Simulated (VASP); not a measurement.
Runs of VASP 6.6.1 on HfN. The structure is that of space group Fm-3m (No. 225), or close to it. The cells are those of the table. 

```csv
task,cell,cutoff (eV),gap on the mesh (eV),pressure (GPa)
relaxation of cell and atoms,"relaxed to 7 GPa from a = 3.183 Å, angles 60.0°, 2 atoms",600,none,7.0
relaxation of cell and atoms,"relaxed to 4 GPa from a = 3.183 Å, angles 60.0°, 2 atoms",600,none,4.0
single point,"a = 3.179 Å, angles 60.0°, 2 atoms",520,none,(b)
single point,"a = 3.133 Å, angles 60.0°, 2 atoms",520,none,12.8
relaxation of cell and atoms,"relaxed to 2 GPa from a = 3.183 Å, angles 60.0°, 2 atoms",600,none,2.0
single point,"a = 3.176 Å, angles 60.0°, 2 atoms",520,none,-0.2
single point,"a = 3.183 Å, angles 60.0°, 2 atoms",520,none,(a)
relaxation of cell and atoms,"relaxed to 1 GPa from a = 3.183 Å, angles 60.0°, 2 atoms",600,none,1.0
single point,"a = 3.169 Å, angles 60.0°, 2 atoms",520,none,1.8
single point,"a = 3.158 Å, angles 60.0°, 2 atoms",520,none,4.8
single point,"a = 3.148 Å, angles 60.0°, 2 atoms",520,none,7.8
```

Alike in all rows: level PBEsol; potentials or basis VASP PAW PBE potentials, release 64 (Hf_pv, N); no spin polarisation; k mesh 18 × 18 × 18; smearing fermi-dirac 0.05 eV.

Question: Estimate the missing entries.

Answer: (a) -2.2; (b) -1.2.

Caveats: the PAW data sets were made with another functional, which shifts forces and pressure a little; spin-orbit coupling is left out, which moves the levels of the heavy elements; the cell is relaxed towards a set pressure, so the enthalpy falls and the energy may rise (some runs).

A k mesh can miss the band edges, and the runs leave out spin-orbit coupling on Hf.

A gap of «none» marks levels without a gap at the run's occupations.
